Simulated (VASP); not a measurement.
## Ba4HfTi3O12 (a cell with a defect): electric field gradients with PBE+U

The system is Ba4HfTi3O12 (a cell with a defect).

```xyz
20
Lattice="-4.0060 4.0060 4.0060 4.0060 -4.0060 4.0060 4.0060 4.0060 -4.0060" Properties=species:S:1:pos:R:3 pbc="T T T"
Ba    2.0030    2.0030    2.0030
Ba    2.0030    2.0030   -2.0030
Ba    2.0030   -2.0030    2.0030
Ba   -2.0030    2.0030    2.0030
Hf    0.0000    0.0000    0.0000
Ti    0.0000    0.0000    4.0060
Ti    0.0000    4.0060    0.0000
Ti    4.0060    0.0000    0.0000
O     2.0030    0.0000    0.0000
O     2.0030    0.0000    4.0060
O     2.0030    4.0060    0.0000
O     6.0090    0.0000    0.0000
O     0.0000    2.0030    0.0000
O     0.0000    2.0030    4.0060
O     0.0000    6.0090    0.0000
O     4.0060    2.0030    0.0000
O     0.0000    0.0000    2.0030
O     0.0000    0.0000    6.0090
O     0.0000    4.0060    2.0030
O     4.0060    0.0000    2.0030
```

```json
{
  "Program": "VASP 6.6.1",
  "Task": "electric field gradients",
  "Functional": "PBE",
  "Potentials or basis": "VASP PAW PBE potentials, release 64 (Ba_sv, Hf_pv, Ti_sv, O)",
  "Cutoff": "520 eV",
  "k mesh": "3 × 3 × 3",
  "Occupations": "methfessel-paxton, width 0.15 eV",
  "Spin": "no spin polarisation",
  "Hubbard terms": "Hf d U = 3.0 eV",
  "Dipole correction": "no",
  "Further INCAR settings": "LREAL = Auto; ALGO = Normal; EDIFF = 1e-08; NBANDS = 95"
}
```

* Pressure: 11.4 GPa
* Largest force: 2.544 eV/Å
* Band gap on the k mesh: 2.04 eV

Forces on the atoms (eV/Å):
```
Ba   0.000  0.000  0.000
Ba   0.000  0.000  0.000
Ba   0.000  0.000  0.000
Ba   0.000  0.000  0.000
Hf   0.000  0.000  0.000
Ti   0.000  0.000  0.000
Ti   0.000  0.000  0.000
Ti   0.000  0.000  0.000
O    2.544  0.000  0.000
O    0.000  0.000  0.000
O    0.000  0.000  0.000
O   -2.544  0.000  0.000
O    0.000  2.544  0.000
O    0.000  0.000  0.000
O    0.000 -2.544  0.000
O    0.000  0.000  0.000
O    0.000  0.000  2.544
O    0.000  0.000 -2.544
O    0.000  0.000  0.000
O    0.000  0.000  0.000
```

Levels at points of the mesh, in eV from the valence-band top:
| k point | band 75 | band 76 | band 77 | band 78 | band 79 | band 80 | band 81 | band 82 | band 83 | band 84 |
| --- | --- | --- | --- | --- | --- | --- | --- | --- | --- | --- |
| (0.00, 0.00, 0.00) | -0.11 | -0.11 | -0.07 | -0.07 | -0.07 | 2.04 | 2.04 | 2.04 | 3.55 | 3.55 |

Electric field gradients, principal values (V/Å²):
```
atom    least   middle  greatest (by size)
1 Ba   -4.873   -4.873               9.746
2 Ba   -4.873   -4.873               9.747
3 Ba   -4.873   -4.873               9.747
4 Ba   -4.873   -4.873               9.747
5 Hf    0.000    0.000              -0.001
6 Ti    4.129    4.131              -8.260
7 Ti    4.129    4.131              -8.260
8 Ti    4.129    4.131              -8.260
 9 O   -2.596   -2.601               5.197
10 O  -12.086  -12.091              24.176
11 O  -12.086  -12.091              24.176
12 O   -2.596   -2.601               5.197
13 O   -2.596   -2.601               5.197
14 O  -12.086  -12.091              24.176
15 O   -2.596   -2.601               5.197
16 O  -12.086  -12.091              24.176
17 O   -2.596   -2.601               5.197
18 O   -2.596   -2.601               5.197
19 O  -12.086  -12.091              24.176
20 O  -12.086  -12.091              24.176
```

Eigenvalues of the final occupation matrices:
| site | spin | trace | eigenvalues |
| --- | --- | --- | --- |
| site 5 d | 1 | 0.85 | 0.10 0.10 0.10 0.27 0.27 |
| site 5 d | 2 | 0.85 | 0.10 0.10 0.10 0.27 0.27 |

Wall time 9.8 min on 1 thread of AMD EPYC 7R13, on a shared host, peak memory 0.4 GiB.

Caveat: without QUAD_EFG the Cq values of the log hold for a quadrupole moment of 1 mb, not for the nuclei; spin-orbit coupling is left out, which moves the levels of the heavy elements.
